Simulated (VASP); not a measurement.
A run of VASP 6.6.1 is set up as follows.

The input POSCAR:

```
CsPbCl3
1.0
    4.0141224383      2.3175546703      3.2773182015
   -4.0141224383      2.3175546703      3.2773182015
    0.0000000000     -4.6351093407      3.2773182014
Cs Pb Cl
1 1 3
Direct
    0.5000000000      0.5000000000      0.5000000000
    0.0000000000      0.0000000000      0.0000000000
    0.5000000000      0.0000513870      0.9999486130
    0.0000513870      0.9999486130      0.5000000000
    0.9999486130      0.5000000000      0.0000513870
```

The input INCAR.step1:

```
PREC = Accurate
ENCUT = 520
ISMEAR = 0
SIGMA = 0.01
LREAL = False
LASPH = True
NELM = 100
NBANDS = 30
GGA = PE
ALGO = Normal
EDIFF = 1E-4
LWAVE = True
LCHARG = False
```

INCAR.step2

```
PREC = Accurate
ENCUT = 520
EDIFF = 1E-7
ISMEAR = 0
SIGMA = 0.01
LREAL = False
LASPH = True
NELM = 100
ALGO = Normal
ISIF = 2
LWAVE = False
LCHARG = False
METAGGA = R2SCAN
LMIXTAU = True
NBANDS = 30
ISTART = 1
```

Contents of KPOINTS:

```
regular mesh
0
Gamma
  4 4 4
```

Potentials or basis: VASP PAW PBE potentials, release 64 (Cs_sv, Pb_d, Cl).

Run with:

```sh
$ cat potpaw_PBE.64/Cs_sv/POTCAR potpaw_PBE.64/Pb_d/POTCAR potpaw_PBE.64/Cl/POTCAR > POTCAR
$ cp INCAR.step1 INCAR
$ mpirun -np 1 vasp_std > vasp.out
$ cp INCAR.step2 INCAR
$ mpirun -np 1 vasp_std > vasp.out
```

Question: Predict the pressure.

Answer: 0.0 GPa.

Question: What does it give for the band gap on the k mesh?

Answer: 2.48 eV.

Caveat: the PAW data sets were made with another functional, which shifts forces and pressure a little; spin-orbit coupling is left out, which moves the levels of the heavy elements. A k mesh can miss the band edges.
